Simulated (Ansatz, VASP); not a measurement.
## SrCl2: VASP beside Ansatz

POSCAR

```
SrCl2
1.0
    0.0521895841      3.5149304885      3.5149304885
    3.5149304885      0.0521895841      3.5149304885
    3.5149304885      3.5149304885      0.0521895841
Sr Cl
1 2
Direct
    0.0000000000      0.0000000000      0.0000000000
    0.2487447933      0.2487447933      0.2487447933
    0.7512552067      0.7512552067      0.7512552067
```

The input INCAR.step1:

```
ALGO = Normal
EDIFF = 1E-4
ENCUT = 520
GGA = PE
ISMEAR = 0
LASPH = T
LCHARG = F
LREAL = F
LWAVE = T
NBANDS = 19
NELM = 100
PREC = Accurate
SIGMA = 0.01
```

The input INCAR.step2:

```
ALGO = Normal
EDIFF = 1E-6
ENCUT = 520
ISIF = 2
ISMEAR = 0
ISTART = 1
LASPH = T
LCHARG = F
LMIXTAU = T
LREAL = F
LWAVE = F
METAGGA = R2SCAN
NBANDS = 19
NELM = 100
PREC = Accurate
SIGMA = 0.01
```

Contents of KPOINTS:

```
k-points
0
Gamma
  6 6 6
```

Input for Ansatz:

```yaml
crystal:
  lattice:
    - [0.0521895841, 3.5149304885, 3.5149304885]
    - [3.5149304885, 0.0521895841, 3.5149304885]
    - [3.5149304885, 3.5149304885, 0.0521895841]
  atoms:
    - { symbol: Sr, position: [0.0, 0.0, 0.0] }
    - { symbol: Cl, position: [0.2487447933, 0.2487447933, 0.2487447933] }
    - { symbol: Cl, position: [0.7512552067, 0.7512552067, 0.7512552067] }
kpoints:
  mp_grid: { grid: [6, 6, 6] }
  band_path:
    path:
      - [0.0, 0.0, 0.0]
      - [0.5, 0.0, 0.5]
      - [0.625, 0.25, 0.625]
      - [0.375, 0.375, 0.75]
      - [0.5, 0.5, 0.5]
      - [0.5, 0.25, 0.75]
      - [0.0, 0.5, 0.5]
    npoints: 1
hamiltonian:
  xc: r2scan
scf:
  occupations: { method: fixed }
  n_extra_bands: 4
output:
  forces: true
  stress: true
  eigenvalues: true
```

Change from the starting cell: epitaxial_111 strain -1.0%.

Alike in both runs: task single point; functional r2SCAN; k mesh 6 × 6 × 6; no spin polarisation.

```csv
,VASP,Ansatz
version,VASP 6.6.1,Ansatz 0.2.0
potentials or method,"VASP PAW PBE potentials, release 64 (Sr_sv, Cl)","plane waves, PAW"
plane-wave cutoff (eV),520,500
occupations,"gaussian, width 0.01 eV",fixed
valence electrons in the cell,24,24
```

|  | VASP | Ansatz | Ansatz less VASP |
| --- | --- | --- | --- |
| gap on the k mesh at the Fermi level (eV) | 5.97 | 5.97 | +0.001 |
| pressure (GPa) | 0.3 | 0.3 | -0.05 |
| traceless stress, the component that is largest in VASP (GPa) | -0.14 | -0.14 | +0.002 |

VASP's potentials were made for PBE, not for r2SCAN.
